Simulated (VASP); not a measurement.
# Mg2C (Fm-3m) in VASP: settings compared

The runs below take Mg2C through single point, with LDA, PBE.

Program: VASP 6.6.1. These are calculated values, not measurements. Logs are shortened: lines on timing, memory, paths and dates and some standing lists are left out, and cuts for length are marked.

**1. The cell of the first run**

Symmetry: Fm-3m, No. 225, cubic system. The conventional cell has a = 5.422 Å, b = 5.422 Å, c = 5.422 Å, α = 90.00°, β = 90.00°, γ = 90.00°. C (site symmetry m-3m) has 8 Mg at 2.35 Å within 3.1 Å. Mg (site symmetry -43m) has 4 C at 2.35 Å and 6 Mg at 2.71 Å within 3.1 Å.

**2. Single point, LDA**

The input, INCAR:

```
SYSTEM = Mg2C
  PREC = Accurate
  ENCUT = 600
  EDIFF = 1E-6
  ISMEAR = 0
  SIGMA = 0.01
  LREAL = .False.
  LASPH = .True.
  NELM = 120
  ALGO = Normal
  ISIF = 2
  LWAVE = .False.
  LCHARG = .False.
  NBANDS = 11
  GGA_COMPAT = .False.
```

The input, KPOINTS:

```
regular mesh
0
Gamma
  4 4 4
  0 0 0
```

The input, POSCAR:

```
Mg2C
1.0
    0.0000000000      2.7109426181      2.7109426181
    2.7109426181      0.0000000000      2.7109426181
    2.7109426181      2.7109426181      0.0000000000
C Mg
1 2
Direct
    0.0000000000      0.0000000000      0.0000000000
    0.2500000000      0.2500000000      0.2500000000
    0.7500000000      0.7500000000      0.7500000000
```

Potentials or basis: VASP PAW LDA potentials, release 64 (C, Mg).

On the command line:

```
> cat potpaw_LDA.64/C/POTCAR potpaw_LDA.64/Mg/POTCAR > POTCAR
> mpirun -np 1 vasp_std > vasp.out
```

OUTCAR:

```text
SYSTEM = Mg2C
   PREC = Accurate
   ENCUT = 600
   EDIFF = 1E-6
   ISMEAR = 0
   LREAL = .False.
   LASPH = .True.
   NELM = 120
   ISIF = 2

 ion  position               nearest neighbor table
   1  0.000  0.000  0.000-   3 2.35   3 2.35   3 2.35   2 2.35   3 2.35   2 2.35   2 2.35   2 2.35

   2  0.250  0.250  0.250-   1 2.35   1 2.35   1 2.35   1 2.35   3 2.71   3 2.71   3 2.71   3 2.71
                             3 2.71   3 2.71
   3  0.750  0.750  0.750-   1 2.35   1 2.35   1 2.35   1 2.35   2 2.71   2 2.71   2 2.71   2 2.71
                             2 2.71   2 2.71

  LATTYP: Found a face centered cubic cell.
 ALAT       =     5.4218852362

  Lattice vectors:

 A1 = (   0.0000000000,   2.7109426181,   2.7109426181)
 A2 = (   2.7109426181,   0.0000000000,   2.7109426181)
 A3 = (   2.7109426181,   2.7109426181,   0.0000000000)

Analysis of symmetry for initial positions (statically):
=====================================================================
 Subroutine PRICEL returns:
 Original cell was already a primitive cell.

 Routine SETGRP: Setting up the symmetry group for a
 face centered cubic supercell.

 Subroutine GETGRP returns: Found 48 space group operations
 (whereof 48 operations were pure point group operations)
 out of a pool of 48 trial point group operations.

The static configuration has the point symmetry O_h .

Analysis of symmetry for dynamics (positions and initial velocities):
=====================================================================
 Subroutine PRICEL returns:
 Original cell was already a primitive cell.

 Routine SETGRP: Setting up the symmetry group for a
 face centered cubic supercell.

 Subroutine GETGRP returns: Found 48 space group operations
 (whereof 48 operations were pure point group operations)
 out of a pool of 48 trial point group operations.

The dynamic configuration has the point symmetry O_h .

 Subroutine INISYM returns: Found 48 space group operations
 (whereof 48 operations are pure point group operations),
 and found     1 'primitive' translations

----------------------------------------------------------------------------------------

                                     Primitive cell

  volume of cell :      39.8466

  direct lattice vectors                    reciprocal lattice vectors
     0.000000000  2.710942618  2.710942618    -0.184437692  0.184437692  0.184437692
     2.710942618  0.000000000  2.710942618     0.184437692 -0.184437692  0.184437692
     2.710942618  2.710942618  0.000000000     0.184437692  0.184437692 -0.184437692

  length of vectors
     3.833851817  3.833851817  3.833851817     0.319455454  0.319455454  0.319455454

  position of ions in fractional coordinates (direct lattice)
     0.000000000  0.000000000  0.000000000
     0.250000000  0.250000000  0.250000000
     0.750000000  0.750000000  0.750000000

  ion indices of the primitive-cell ions
   primitive index   ion index
                 1           1
                 2           2
                 3           3

----------------------------------------------------------------------------------------

 KPOINTS: regular mesh

Automatic generation of k-mesh.
 Grid dimensions read from file:
 generate k-points for:    4    4    4

 Generating k-lattice:

  Cartesian coordinates                     Fractional coordinates (reciprocal lattice)
    -0.046109423  0.046109423  0.046109423     0.250000000  0.000000000  0.000000000
     0.046109423 -0.046109423  0.046109423     0.000000000  0.250000000  0.000000000
     0.046109423  0.046109423 -0.046109423     0.000000000  0.000000000  0.250000000

  Length of vectors
     0.079863863  0.079863863  0.079863863

  Shift w.r.t. Gamma in fractional coordinates (k-lattice)
     0.000000000  0.000000000  0.000000000

 Subroutine IBZKPT returns following result:
 ===========================================

 Found      8 irreducible k-points:

 Following reciprocal coordinates:
            Coordinates               Weight
  0.000000  0.000000  0.000000      1.000000
  0.250000  0.000000  0.000000      8.000000
  0.500000  0.000000  0.000000      4.000000
  0.250000  0.250000  0.000000      6.000000
  0.500000  0.250000  0.000000     24.000000
 -0.250000  0.250000  0.000000     12.000000
  0.500000  0.500000  0.000000      3.000000
 -0.250000  0.500000  0.250000      6.000000
   k-points           NKPTS =      8   k-points in BZ     NKDIM =      8   number of bands    NBANDS=     11
   number of dos      NEDOS =    301   number of ions     NIONS =      3
   total plane-waves  NPLWV =  32768
   dimension x,y,z NGX =    32 NGY =   32 NGZ =   32
   dimension x,y,z NGXF=    64 NGYF=   64 NGZF=   64
   ions per type =               1   2
   NGX,Y,Z   is equivalent  to a cutoff of  13.88, 13.88, 13.88 a.u.
   NGXF,Y,Z  is equivalent  to a cutoff of  27.75, 27.75, 27.75 a.u.
 SYSTEM =  Mg2C
   PREC   = accura    normal or accurate (medium, high low for compatibility)
   ISTART =      0    job   : 0-new  1-cont  2-samecut
   ICHARG =      2    charge: 1-file 2-atom 10-const
   ISPIN  =      1    spin polarized calculation?
   LNONCOLLINEAR =      F non collinear calculations
   LSORBIT =      F    spin-orbit coupling
   LASPH  =      T    aspherical Exc in radial PAW
   ENCUT  =  600.0 eV  44.10 Ry    6.64 a.u.   7.66  7.66  7.66*2*pi/ulx,y,z
   NELM   =    120;   NELMIN=  2; NELMDL= -5     # of ELM steps
   EDIFF  = 0.1E-05   stopping-criterion for ELM
   LREAL  =      F    real-space projection
   EDIFFG = 0.1E-04   stopping-criterion for IOM
   NSW    =      0    number of steps for IOM
   IBRION =     -1    ionic relax: 0-MD 1-quasi-New 2-CG
   NFREE  =      0    steps in history (QN), initial steepest desc. (CG)
   ISIF   =      2    stress and relaxation
   ISYM   =      2    0-nonsym 1-usesym 2-fastsym
   POTIM  = 0.5000    time-step for ionic-motion
   TEBEG  =    0.0;   TEEND  =   0.0 temperature during run
   PSTRESS=    0.0 pullay stress
   NELECT =       8.0000    total number of electrons
   NUPDOWN=      -1.0000    fix difference up-down
   EMIN   =  10.00;   EMAX   =-10.00  energy-range for DOS
   EFERMI =   0.00;   METHOD = LEGACY
   ISMEAR =     0;   SIGMA  =   0.01  broadening in eV -4-tet -1-fermi 0-gaus
   EFERMI_NEDOS =   21; number of points for ismear=-14 and -15
   IALGO  =     38    algorithm
   IMIX   =      4    mixing-type and parameters
     AMIX     =   0.40;   BMIX     =  1.00
     AMIX_MAG =   1.60;   BMIX_MAG =  1.00
  volume/ion in A,a.u.               =      13.28        89.63
  Fermi-wavevector in a.u.,A,eV,Ry     =   0.958608  1.811507 12.502799  0.918930
  Thomas-Fermi vector in A             =   2.087731
   LORBIT       =      0    0 simple, 1 ext, 2 COOP (PROOUT), +10 PAW based schemes
   GGA     = CA    functional components
   LHFCALC =     F    Hartree Fock is set to
   AEXX    =    0.0000 exact exchange contribution
   IVDW    =     0    specifies the selected vdW correction
   LEPSILON=     F    determine dielectric tensor
   LRPA    =     F    only Hartree local field effects (RPA)
 non-spin polarized calculation
 Gauss-broadening in eV      SIGMA  =   0.01
  energy-cutoff  :      600.00
  volume of cell :       39.85
 maximum number of plane-waves:      1363
 NGX is ok and might be reduce to    32
   NGX = 15   NGY = 15   NGZ = 15

 number of electron       8.0000000 magnetization

 Free energy of the ion-electron system (eV)
  ---------------------------------------------------
  ext. energy  EPLUGINS =         0.00000000
  ---------------------------------------------------
  free energy    TOTEN  =       -13.15060950 eV

  energy without entropy =      -13.15060950  energy(sigma->0) =      -13.15060950

 E-fermi :   3.7479     XC(G=0): -10.1980

 val. band max:        3.6289477858   @ k =   0.0000   0.0000   0.0000
 cond. band min:       4.3333351563   @ k =   0.5000   0.5000   0.0000
 fundamental gap:      0.7043873705
 Fermi energy:         3.7478732971

 k-point     1 :       0.0000    0.0000    0.0000
  band No.  band energies     occupation
      1      -6.9773      2.00000
      2       3.6289      2.00000
      3       3.6289      2.00000
      4       3.6289      2.00000
      5       5.1849      0.00000
      6      10.0691      0.00000
      7      10.0691      0.00000
      8      10.0691      0.00000
      9      13.1877      0.00000
     10      13.1877      0.00000
     11      14.1633      0.00000

 k-point     2 :       0.2500    0.0000    0.0000
  band No.  band energies     occupation
      1      -6.3402      2.00000
      2       0.8391      2.00000
      3       3.3912      2.00000
      4       3.3912      2.00000
      5       6.8012      0.00000
      6       9.7914      0.00000
      7       9.9624      0.00000
      8       9.9624      0.00000
      9      12.3023      0.00000
     10      12.3023      0.00000
     11      13.5705      0.00000

 k-point     3 :       0.5000    0.0000    0.0000
  band No.  band energies     occupation
      1      -5.3845      2.00000
      2      -1.1677      2.00000
      3       3.1969      2.00000
      4       3.1969      2.00000
      5       6.9982      0.00000
      6       9.1259      0.00000
      7       9.1259      0.00000
      8       9.5014      0.00000
      9      14.7237      0.00000
     10      14.9377      0.00000
     11      14.9377      0.00000

 k-point     4 :       0.2500    0.2500    0.0000
  band No.  band energies     occupation
      1      -6.1313      2.00000
      2       1.1421      2.00000
      3       2.7308      2.00000
      4       2.7308      2.00000
      5       6.4473      0.00000
      6       8.6029      0.00000
      7      10.0059      0.00000
      8      11.4879      0.00000
      9      11.4879      0.00000
     10      14.3717      0.00000
     11      16.5139      0.00000

 k-point     5 :       0.5000    0.2500    0.0000
  band No.  band energies     occupation
      1      -5.1806      2.00000
      2      -0.3536      2.00000
      3       1.5232      2.00000
      4       2.5522      2.00000
      5       6.1835      0.00000
      6       9.1515      0.00000
      7      10.4945      0.00000
      8      10.9809      0.00000
      9      12.5721      0.00000
     10      15.1512      0.00000
     11      17.2441      0.00000

 k-point     6 :      -0.2500    0.2500    0.0000
  band No.  band energies     occupation
      1      -5.5086      2.00000
      2      -0.0132      2.00000
      3       1.4060      2.00000
      4       3.1417      2.00000
      5       7.6333      0.00000
      6       8.5454      0.00000
      7      10.2623      0.00000
      8      10.3889      0.00000
      9      12.0071      0.00000
     10      14.4183      0.00000
     11      16.8729      0.00000

 k-point     7 :       0.5000    0.5000    0.0000
  band No.  band energies     occupation
      1      -4.8757      2.00000
      2      -0.4746      2.00000
      3       2.0750      2.00000
      4       2.0750      2.00000
      5       4.3333      0.00000
      6       7.5689      0.00000
      7      12.5030      0.00000
      8      12.8522      0.00000
      9      12.8522      0.00000
     10      16.7849      0.00000
     11      17.3247      0.00000

 k-point     8 :      -0.2500    0.5000    0.2500
  band No.  band energies     occupation
      1      -4.8276      2.00000
      2       0.5167      2.00000
      3       0.5167      2.00000
      4       1.1589      2.00000
      5       6.8103      0.00000
      6       9.7571      0.00000
      7      10.4443      0.00000
      8      10.4443      0.00000
      9      13.7936      0.00000
     10      13.7936      0.00000
     11      18.7966      0.00000

------------------------ aborting loop because EDIFF is reached ----------------------------------------

  FORCE on cell =-STRESS in cart. coord.  units (eV):
  Direction    XX          YY          ZZ          XY          YZ          ZX
  --------------------------------------------------------------------------------------
  -------------------------------------------------------------------------------------
  Total       -1.0764535     -1.0764535     -1.0764535      0.0000000      0.0000000      0.0000000
  in kB      -43.2827529    -43.2827529    -43.2827529      0.0000000      0.0000000      0.0000000
  external PRESSURE =     -43.2827529 kB  Pullay stress =       0.0000000 kB

 VOLUME and BASIS-vectors are now :
 -----------------------------------------------------------------------------
  energy-cutoff  :      600.00
  volume of cell :       39.85
      direct lattice vectors                 reciprocal lattice vectors
     0.000000000  2.710942618  2.710942618    -0.184437692  0.184437692  0.184437692
     2.710942618  0.000000000  2.710942618     0.184437692 -0.184437692  0.184437692
     2.710942618  2.710942618  0.000000000     0.184437692  0.184437692 -0.184437692

 POSITION                                       TOTAL-FORCE (eV/Angst)
 -----------------------------------------------------------------------------------
      0.00000      0.00000      0.00000        -0.000000      0.000000      0.000000
      1.35547      1.35547      1.35547         0.000000      0.000000     -0.000000
      4.06641      4.06641      4.06641        -0.000000     -0.000000      0.000000
 -----------------------------------------------------------------------------------
    total drift:                                0.000000     -0.000000      0.000000

  FREE ENERGIE OF THE ION-ELECTRON SYSTEM (eV)
  ---------------------------------------------------
  free  energy   TOTEN  =       -13.1506094982 eV

  energy  without entropy=      -13.1506094982  energy(sigma->0) =      -13.15060950
```

It took 2.4 s on 1 thread of Intel Xeon 6975P-C (Granite Rapids), shared host; peak memory 0.15 GiB.

What came out:

- Free energy: -13.1506 eV
- Pressure: -4.3 GPa
- Band gap on the k mesh: 0.70 eV, indirect (least direct gap 1.56 eV)

Caveat: the k points lie up to 0.50 Å⁻¹ apart. A k mesh can miss the band edges.

**3. Single point, LDA**

The input, INCAR:

```
ALGO = Normal
EDIFF = 1E-6
ENCUT = 600
GGA = CA
GGA_COMPAT = False
ISIF = 2
ISMEAR = 0
LASPH = True
LCHARG = False
LREAL = False
LWAVE = False
NBANDS = 11
NELM = 120
PREC = Accurate
SIGMA = 0.01
```

The input, KPOINTS:

```
k-points
0
Gamma
  4 4 4
```

POSCAR is that of step 2.

Potentials or basis: VASP PAW LDA potentials, release 64 (C, Mg).

On the command line:

```
> cat potpaw_LDA.64/C/POTCAR potpaw_LDA.64/Mg/POTCAR > POTCAR
> mpirun -np 1 vasp_std > vasp.out
```

Run time: 2.4 s. Hardware: 1 thread of Intel Xeon 6975P-C (Granite Rapids), shared host; peak memory 0.15 GiB.

Results (log left out):

* Free energy: -13.1506 eV
* Pressure: -4.3 GPa
* Band gap on the k mesh: 0.70 eV, indirect (least direct gap 1.56 eV)

Levels at points of the mesh, in eV from the valence-band top:
| k point | band 2 | band 3 | band 4 | band 5 | band 6 | band 7 |
| --- | --- | --- | --- | --- | --- | --- |
| (0.00, 0.00, 0.00) | 0.00 | 0.00 | 0.00 | 1.56 | 6.44 | 6.44 |
| (0.50, 0.00, 0.00) | -4.80 | -0.43 | -0.43 | 3.37 | 5.50 | 5.50 |
| (0.50, 0.50, 0.00) | -4.10 | -1.55 | -1.55 | 0.70 | 3.94 | 8.87 |

Caveat: the k points lie up to 0.50 Å⁻¹ apart.

**4. Single point, PBE**

The input, INCAR:

```
  ALGO = Normal
  EDIFF = 1E-6
  ENCUT = 600
  GGA = PE
  GGA_COMPAT = False
  ISIF = 2
  ISMEAR = -1
  LASPH = True
  LCHARG = True
  LELF = True
  LREAL = False
  LVHAR = True
  LWAVE = False
  NBANDS = 11
  NELM = 120
  PREC = Accurate
  SIGMA = 0.2
```

The input, KPOINTS:

```
k-points
0
Gamma
  6 6 6
```

POSCAR is that of step 3.

Potentials or basis: VASP PAW PBE potentials, release 64 (C, Mg).

On the command line:

```
> cat potpaw_PBE.64/C/POTCAR potpaw_PBE.64/Mg/POTCAR > POTCAR
> mpirun -np 1 vasp_std > vasp.out
```

Wall time 5.5 s (1 thread of Intel Xeon 6975P-C (Granite Rapids), shared host); peak memory 0.17 GiB.

The run converged. Its results:

```
Free energy            : -11.4809 eV
Pressure               : 1.7 GPa
Band gap on the k mesh : 0.74 eV, indirect (least direct gap 1.50 eV)
```

Levels at points of the mesh, in eV from the valence-band top:
| k point | band 1 | band 2 | band 3 | band 4 | band 5 | band 6 | band 7 | band 8 |
| --- | --- | --- | --- | --- | --- | --- | --- | --- |
| (0.00, 0.00, 0.00) | -10.70 | 0.00 | 0.00 | 0.00 | 1.50 | 6.62 | 6.62 | 6.62 |
| (0.50, 0.00, 0.00) | -9.16 | -4.74 | -0.42 | -0.42 | 3.46 | 5.63 | 5.63 | 5.90 |
| (0.50, 0.50, 0.00) | -8.68 | -4.04 | -1.53 | -1.53 | 0.74 | 4.13 | 9.00 | 9.37 |

A k mesh can miss the band edges. A hybrid or GW would open this gap; PBE tends to underestimate it.

**5. Single point, LDA**

The input, INCAR:

```
PREC = Accurate
ENCUT = 600
EDIFF = 1E-6
ISMEAR = 0
SIGMA = 0.01
LREAL = False
LASPH = True
NELM = 120
ALGO = Normal
ISIF = 2
LWAVE = False
LCHARG = False
NBANDS = 11
GGA_COMPAT = False
```

The input, KPOINTS:

```
regular mesh
0
Gamma
  6 6 6
```

POSCAR is that of step 4.

Potentials or basis: VASP PAW LDA potentials, release 64 (C, Mg).

On the command line:

```
> cat potpaw_LDA.64/C/POTCAR potpaw_LDA.64/Mg/POTCAR > POTCAR
> mpirun -np 1 vasp_std > vasp.out
```

Wall time 3.4 s (1 thread of Intel Xeon 6975P-C (Granite Rapids), shared host); peak memory 0.15 GiB.

Results (log left out):

```yaml
Free_energy: -13.2202 eV
Pressure: -4.1 GPa
Band_gap_on_the_k_mesh: 0.75 eV, indirect (least direct gap 1.58 eV)
```

Levels at points of the mesh, in eV from the valence-band top:
| k point | band 1 | band 2 | band 3 | band 4 | band 5 | band 6 | band 7 | band 8 |
| --- | --- | --- | --- | --- | --- | --- | --- | --- |
| (0.00, 0.00, 0.00) | -10.59 | 0.00 | 0.00 | 0.00 | 1.58 | 6.48 | 6.48 | 6.48 |
| (0.50, 0.00, 0.00) | -9.01 | -4.77 | -0.43 | -0.43 | 3.40 | 5.54 | 5.54 | 5.89 |
| (0.50, 0.50, 0.00) | -8.51 | -4.08 | -1.54 | -1.54 | 0.75 | 3.98 | 8.88 | 9.25 |

**6. The runs side by side**

```tsv
level	potentials or basis	k mesh	smearing	gap on the mesh (eV)	pressure (GPa)
LDA	VASP PAW LDA potentials, release 64 (C, Mg)	4 × 4 × 4	gaussian 0.01 eV	0.70	-4.3
PBE	VASP PAW PBE potentials, release 64 (C, Mg)	6 × 6 × 6	fermi-dirac 0.2 eV	0.74	1.7
LDA	VASP PAW LDA potentials, release 64 (C, Mg)	6 × 6 × 6	gaussian 0.01 eV	0.75	-4.1
```

Alike in all rows: task single point; no spin polarisation; cell as given; cutoff (eV) 600.

Caveats: some runs use coarse meshes.

Total energies depend on the potentials used, so only differences within one code and one set of settings carry meaning.
